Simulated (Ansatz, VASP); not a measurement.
# Two plane-wave programs on BaTiO3

POSCAR

```
BaTiO3
1.0
    2.8400536680     -1.6397057497     -2.3314328258
    0.0000000000      3.2794114995     -2.3314328258
    9.9369098182      5.7370775585      8.1448477941
Ba Ti O
3 3 9
Direct
    0.9958088887      0.9958088887      0.7882288266
    0.9968290351      0.9968290351      0.2163201840
    0.9963189619      0.9963189619      0.5022745053
    0.4836144574      0.4836144574      0.0771927541
    0.4831043843      0.4831043843      0.3631470754
    0.4825943111      0.4825943111      0.6491013967
    0.5101221680      0.0197160781      0.0696166241
    0.5096120949      0.0192060050      0.3555709454
    0.5091020217      0.0186959318      0.6415252667
    0.0197160781      0.5101221680      0.0696166241
    0.0192060050      0.5096120949      0.3555709454
    0.0186959318      0.5091020217      0.6415252667
    0.5098720250      0.5098720250      0.2098503647
    0.5093619519      0.5093619519      0.4958046860
    0.5088518787      0.5088518787      0.7817590073
```

Contents of INCAR.step1:

```
SYSTEM = BaTiO3
PREC = Accurate
ENCUT = 520
ISMEAR = 0
SIGMA = 0.05
LREAL = Auto
LASPH = .True.
NELM = 100
NBANDS = 73
GGA = PE
ALGO = Normal
EDIFF = 1E-4
LWAVE = .True.
LCHARG = .False.
```

Contents of INCAR.step2:

```
SYSTEM = BaTiO3
PREC = Accurate
ENCUT = 520
EDIFF = 1E-6
ISMEAR = 0
SIGMA = 0.05
LREAL = Auto
LASPH = .True.
NELM = 100
ALGO = Normal
ISIF = 2
LWAVE = .False.
LCHARG = .False.
METAGGA = R2SCAN
LMIXTAU = .True.
NBANDS = 73
ISTART = 1
```

File KPOINTS:

```
regular mesh
0
Gamma
  6 6 2
  0 0 0
```

Input for Ansatz:

```yaml
crystal:
  lattice:
    - [2.840053668, -1.6397057497, -2.3314328258]
    - [0.0, 3.2794114995, -2.3314328258]
    - [9.9369098182, 5.7370775585, 8.1448477941]
  atoms:
    - { symbol: Ba, position: [0.9958088887, 0.9958088887, 0.7882288266] }
    - { symbol: Ba, position: [0.9968290351, 0.9968290351, 0.216320184] }
    - { symbol: Ba, position: [0.9963189619, 0.9963189619, 0.5022745053] }
    - { symbol: Ti, position: [0.4836144574, 0.4836144574, 0.0771927541] }
    - { symbol: Ti, position: [0.4831043843, 0.4831043843, 0.3631470754] }
    - { symbol: Ti, position: [0.4825943111, 0.4825943111, 0.6491013967] }
    - { symbol: O, position: [0.510122168, 0.0197160781, 0.0696166241] }
    - { symbol: O, position: [0.5096120949, 0.019206005, 0.3555709454] }
    - { symbol: O, position: [0.5091020217, 0.0186959318, 0.6415252667] }
    - { symbol: O, position: [0.0197160781, 0.510122168, 0.0696166241] }
    - { symbol: O, position: [0.019206005, 0.5096120949, 0.3555709454] }
    - { symbol: O, position: [0.0186959318, 0.5091020217, 0.6415252667] }
    - { symbol: O, position: [0.509872025, 0.509872025, 0.2098503647] }
    - { symbol: O, position: [0.5093619519, 0.5093619519, 0.495804686] }
    - { symbol: O, position: [0.5088518787, 0.5088518787, 0.7817590073] }
basis:
  ecutwfc: 500
kpoints:
  mp_grid: { grid: [6, 6, 2] }
hamiltonian:
  xc: r2scan
scf:
  occupations: { method: gaussian, width: 0.05 }
output:
  forces: true
  stress: true
  eigenvalues: true
```

Alike in both runs: task single point; functional r2SCAN; k mesh 6 × 6 × 2; occupations gaussian, width 0.05 eV; no spin polarisation.

|  | VASP | Ansatz |
| --- | --- | --- |
| version | VASP 6.6.1 | Ansatz 0.2.0 |
| potentials or method | VASP PAW PBE potentials, release 64 (Ba_sv, Ti_sv, O), cutoff 520 eV | scalar-relativistic, plane waves, PAW |
| valence electrons in the cell | 120 | 120 |

Ansatz gave:

```
gap on the k mesh at the Fermi level (eV)                     : 1.33
least direct gap on the mesh (eV)                             : 2.24
pressure (GPa)                                                : -3.5
traceless stress, the component that is largest in VASP (GPa) : 0.27
rms of the force components (eV/Å)                            : 0.362
```

Q: Which values does VASP return?

A: gap on the k mesh at the Fermi level (eV): 1.36; least direct gap on the mesh (eV): 2.28; pressure (GPa): -2.0; traceless stress, the component that is largest in VASP (GPa): 0.18; rms of the force components (eV/Å): 0.356.

VASP's potentials were made for PBE, not for r2SCAN. Atom by atom the forces differ by 0.072 eV/Å (rms over components).

Neither program's run includes spin-orbit coupling.
